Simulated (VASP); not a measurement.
# ZnSe (P4/nmm) in VASP: notebook

The runs below take ZnSe through single point, with LDA.

All numbers are computed with VASP 6.6.1; they aren't measurements. Logs are shortened: lines on timing, memory, paths and dates and some standing lists are left out, and cuts for length are marked.

## 1. The cell of the first run

The structure is tetragonal, space group P4/nmm (No. 129). Conventional cell: a = 3.920 Å, b = 3.920 Å, c = 5.173 Å, α = 90.00°, β = 90.00°, γ = 90.00°. Zn (site symmetry -4m2) has 4 Se at 2.33 Å and 4 Zn at 2.77 Å within 3.1 Å. Se (site symmetry 4mm) has 4 Zn at 2.33 Å within 3.1 Å.

## 2. Single point, LDA (atoms shifted along a free coordinate)

INCAR

```
ALGO = Normal
EDIFF = 1E-6
ENCUT = 520
ISIF = 2
ISMEAR = 0
LASPH = T
LCHARG = T
LELF = T
LREAL = F
LVHAR = T
LWAVE = F
NBANDS = 26
NELM = 60
PREC = Accurate
SIGMA = 0.05
```

KPOINTS

```
k-points
0
Gamma
  8 8 6
```

POSCAR

```
ZnSe
1.0
    3.9198109590      0.0000000000      0.0000000000
    0.0000000000      3.9198109590      0.0000000000
    0.0000000000      0.0000000000      5.1733436024
Zn Se
2 2
Direct
    0.0000000000      0.0000000000      0.0000000000
    0.5000000000      0.5000000000      0.0000000000
    0.0000000000      0.5000000000      0.2419974579
    0.5000000000      0.0000000000      0.7580025421
```

Potentials or basis: VASP PAW LDA potentials, release 64 (Zn, Se).

The run is started by

```console
$ cat potpaw_LDA.64/Zn/POTCAR potpaw_LDA.64/Se/POTCAR > POTCAR
$ mpirun -np 1 vasp_std > vasp.out
```

OUTCAR:

```text
EDIFF = 1E-6
   ENCUT = 520
   ISIF = 2
   ISMEAR = 0
   LASPH = T
   LREAL = F
   NELM = 60
   PREC = Accurate

 ion  position               nearest neighbor table
   1  0.000  0.000  0.000-   3 2.33   4 2.33   3 2.33   4 2.33   2 2.77   2 2.77   2 2.77   2 2.77

   2  0.500  0.500  0.000-   3 2.33   4 2.33   4 2.33   3 2.33   1 2.77   1 2.77   1 2.77   1 2.77

   3  0.000  0.500  0.242-   1 2.33   2 2.33   1 2.33   2 2.33
   4  0.500  0.000  0.758-   1 2.33   2 2.33   2 2.33   1 2.33

  LATTYP: Found a simple tetragonal cell.
 ALAT       =     3.9198109590
 C/A-ratio  =     1.3197941576

  Lattice vectors:

 A1 = (   3.9198109590,   0.0000000000,   0.0000000000)
 A2 = (   0.0000000000,   3.9198109590,   0.0000000000)
 A3 = (   0.0000000000,   0.0000000000,   5.1733436024)

Analysis of symmetry for initial positions (statically):
=====================================================================
 Subroutine PRICEL returns:
 Original cell was already a primitive cell.

 Routine SETGRP: Setting up the symmetry group for a
 simple tetragonal supercell.

 Subroutine GETGRP returns: Found 16 space group operations
 (whereof  8 operations were pure point group operations)
 out of a pool of 16 trial point group operations.

The static configuration has the point symmetry D_2d.
 The point group associated with its full space group is D_4h.

Analysis of symmetry for dynamics (positions and initial velocities):
=====================================================================
 Subroutine PRICEL returns:
 Original cell was already a primitive cell.

 Routine SETGRP: Setting up the symmetry group for a
 simple tetragonal supercell.

 Subroutine GETGRP returns: Found 16 space group operations
 (whereof  8 operations were pure point group operations)
 out of a pool of 16 trial point group operations.

The dynamic configuration has the point symmetry D_2d.
 The point group associated with its full space group is D_4h.

 Subroutine INISYM returns: Found 16 space group operations
 (whereof  8 operations are pure point group operations),
 and found     1 'primitive' translations

----------------------------------------------------------------------------------------

[... 92 lines left out ...]
   LSORBIT =      F    spin-orbit coupling
   LASPH  =      T    aspherical Exc in radial PAW
   ENCUT  =  520.0 eV  38.22 Ry    6.18 a.u.   7.29  7.29  9.62*2*pi/ulx,y,z
   NELM   =     60;   NELMIN=  2; NELMDL= -5     # of ELM steps
   EDIFF  = 0.1E-05   stopping-criterion for ELM
   LREAL  =      F    real-space projection
   EDIFFG = 0.1E-04   stopping-criterion for IOM
   NSW    =      0    number of steps for IOM
   IBRION =     -1    ionic relax: 0-MD 1-quasi-New 2-CG
   NFREE  =      0    steps in history (QN), initial steepest desc. (CG)
   ISIF   =      2    stress and relaxation
   ISYM   =      2    0-nonsym 1-usesym 2-fastsym
   POTIM  = 0.5000    time-step for ionic-motion
   TEBEG  =    0.0;   TEEND  =   0.0 temperature during run
   PSTRESS=    0.0 pullay stress
   NELECT =      36.0000    total number of electrons
   NUPDOWN=      -1.0000    fix difference up-down
   EMIN   =  10.00;   EMAX   =-10.00  energy-range for DOS
   EFERMI =   0.00;   METHOD = LEGACY
   ISMEAR =     0;   SIGMA  =   0.05  broadening in eV -4-tet -1-fermi 0-gaus
   EFERMI_NEDOS =   21; number of points for ismear=-14 and -15
   IALGO  =     38    algorithm
   IMIX   =      4    mixing-type and parameters
     AMIX     =   0.40;   BMIX     =  1.00
     AMIX_MAG =   1.60;   BMIX_MAG =  1.00
  volume/ion in A,a.u.               =      19.87       134.10
  Fermi-wavevector in a.u.,A,eV,Ry     =   1.257212  2.375786 21.505120  1.580582
  Thomas-Fermi vector in A             =   2.390882
   LORBIT       =      0    0 simple, 1 ext, 2 COOP (PROOUT), +10 PAW based schemes
   GGA     = CA    functional components
   LHFCALC =     F    Hartree Fock is set to
   AEXX    =    0.0000 exact exchange contribution
   IVDW    =     0    specifies the selected vdW correction
   LEPSILON=     F    determine dielectric tensor
   LRPA    =     F    only Hartree local field effects (RPA)
 non-spin polarized calculation
 Gauss-broadening in eV      SIGMA  =   0.05
  energy-cutoff  :      520.00
  volume of cell :       79.49
 maximum number of plane-waves:      2158
 NGX is ok and might be reduce to    30
   NGX = 15   NGY = 15   NGZ = 19

 number of electron      35.9999948 magnetization

 Free energy of the ion-electron system (eV)
  ---------------------------------------------------
  ext. energy  EPLUGINS =         0.00000000
  ---------------------------------------------------
  free energy    TOTEN  =       -13.24152741 eV

  energy without entropy =      -13.24152741  energy(sigma->0) =      -13.24152741

 E-fermi :   3.2808     XC(G=0): -10.2127

 val. band max:        3.0592930953   @ k =   0.0000   0.0000   0.0000
 cond. band min:       4.0110944998   @ k =   0.0000   0.0000   0.0000
 fundamental gap:      0.9518014045
 Fermi energy:         3.2808350862

 k-point     1 :       0.0000    0.0000    0.0000
  band No.  band energies     occupation
      1     -11.9723      2.00000
      2     -10.2742      2.00000
      3      -5.1218      2.00000
      4      -5.1150      2.00000
      5      -5.0888      2.00000
      6      -5.0888      2.00000
[... 685 lines left out ...]
     25      11.5816      0.00000
     26      11.5816      0.00000

 [... further k-points ...]

------------------------ aborting loop because EDIFF is reached ----------------------------------------

  FORCE on cell =-STRESS in cart. coord.  units (eV):
  Direction    XX          YY          ZZ          XY          YZ          ZX
  --------------------------------------------------------------------------------------
  -------------------------------------------------------------------------------------
  Total        7.8648055      7.8648055      7.5725795      0.0000000      0.0000000     -0.0000000
  in kB      158.5247210    158.5247210    152.6345510      0.0000000      0.0000000     -0.0000000
  external PRESSURE =     156.5613310 kB  Pullay stress =       0.0000000 kB

 VOLUME and BASIS-vectors are now :
 -----------------------------------------------------------------------------
  energy-cutoff  :      520.00
  volume of cell :       79.49
      direct lattice vectors                 reciprocal lattice vectors
     3.919810959  0.000000000  0.000000000     0.255114344  0.000000000  0.000000000
     0.000000000  3.919810959  0.000000000     0.000000000  0.255114344  0.000000000
     0.000000000  0.000000000  5.173343602     0.000000000  0.000000000  0.193298585

 POSITION                                       TOTAL-FORCE (eV/Angst)
 -----------------------------------------------------------------------------------
      0.00000      0.00000      0.00000         0.000000     -0.000000      0.000000
      1.95991      1.95991      0.00000        -0.000000      0.000000      0.000000
      0.00000      1.95991      1.25194         0.000000      0.000000      3.179722
      1.95991      0.00000      3.92141         0.000000     -0.000000     -3.179722
 -----------------------------------------------------------------------------------
    total drift:                                0.000000      0.000000      0.000000

  FREE ENERGIE OF THE ION-ELECTRON SYSTEM (eV)
  ---------------------------------------------------
  free  energy   TOTEN  =       -13.2415274079 eV

  energy  without entropy=      -13.2415274079  energy(sigma->0) =      -13.24152741
```

Wall time 2.7 min (1 thread of Intel Xeon 8259CL, shared host); peak memory 0.23 GiB.

Results:

- Free energy: -13.2415 eV
- Pressure: 15.7 GPa
- Largest force: 3.180 eV/Å
- Band gap on the k mesh: 0.95 eV

Forces in eV/Å, atoms in the order of the input:
```
Zn   0.000  0.000  0.000
Zn   0.000  0.000  0.000
Se   0.000  0.000  3.180
Se   0.000  0.000 -3.180
```

Caveat: the cell differs from its parent crystal (atoms shifted along a free coordinate); the cell stands under pressure; forces of over 1 eV/Å act on the atoms, so gaps and moduli don't describe the material at rest. A k mesh can miss the band edges.

## 3. Single point, LDA

INCAR

```
SYSTEM = ZnSe
PREC = Accurate ; ENCUT = 520
EDIFF = 1E-6 ; ISMEAR = 0
SIGMA = 0.05 ; LREAL = .False.
LASPH = .True. ; NELM = 100
ALGO = Normal ; ISIF = 2
LWAVE = .False. ; LCHARG = .False.
GGA = CA ; NBANDS = 26
```

KPOINTS

```
Automatic mesh
0
Gamma
  8 8 6
  0 0 0
```

Edit POSCAR of step 2 so:

```diff
@@ -10,3 +10,3 @@
     0.5000000000      0.5000000000      0.0000000000
-    0.0000000000      0.5000000000      0.2419974579
-    0.5000000000      0.0000000000      0.7580025421
+    0.0000000000      0.5000000000      0.2796655406
+    0.5000000000      0.0000000000      0.7203344594
```

Potentials or basis: VASP PAW LDA potentials, release 64 (Zn, Se).

The run is started by

```console
$ cat potpaw_LDA.64/Zn/POTCAR potpaw_LDA.64/Se/POTCAR > POTCAR
$ mpirun -np 1 vasp_std > vasp.out
```

Run time: 2.5 min. Hardware: 1 thread of Intel Xeon 8259CL, shared host; peak memory 0.23 GiB.

Results (log left out):

| Item | Value |
| --- | --- |
| Free energy | -13.9728 eV |
| Pressure | 4.4 GPa |
| Largest force | 0.607 eV/Å |
| Band gap on the k mesh | 1.60 eV |

Forces in eV/Å, atoms in the order of the input:
```
Zn   0.000  0.000  0.000
Zn   0.000  0.000  0.000
Se   0.000  0.000  0.607
Se   0.000  0.000 -0.607
```

Stress tensor (GPa, compression positive):
```
4.50 0.00 0.00
0.00 4.50 0.00
0.00 0.00 4.19
```

Levels at points of the mesh, in eV from the valence-band top:
| k point | band 14 | band 15 | band 16 | band 17 | band 18 | band 19 | band 20 | band 21 | band 22 | band 23 |
| --- | --- | --- | --- | --- | --- | --- | --- | --- | --- | --- |
| (0.00, 0.00, 0.00) | -3.08 | -3.08 | -0.24 | 0.00 | 0.00 | 1.60 | 1.70 | 2.40 | 5.37 | 5.37 |
| (0.50, 0.00, 0.00) | -5.01 | -2.60 | -2.60 | -1.27 | -1.27 | 3.62 | 3.62 | 5.47 | 5.47 | 6.76 |
| (0.50, 0.50, 0.00) | -5.12 | -2.79 | -2.79 | -2.42 | -2.42 | 2.44 | 2.44 | 2.90 | 2.90 | 11.00 |
| (0.00, 0.00, 0.50) | -2.54 | -2.54 | -1.90 | -0.97 | -0.97 | 2.02 | 3.33 | 4.25 | 4.62 | 6.68 |
| (0.50, 0.00, 0.50) | -6.05 | -1.15 | -1.15 | -0.78 | -0.78 | 2.25 | 2.25 | 5.53 | 5.53 | 5.98 |
| (0.50, 0.50, 0.50) | -4.67 | -3.78 | -3.78 | -3.51 | -3.51 | 5.11 | 5.11 | 5.67 | 5.67 | 8.37 |

Caveat: the cell stands under pressure.
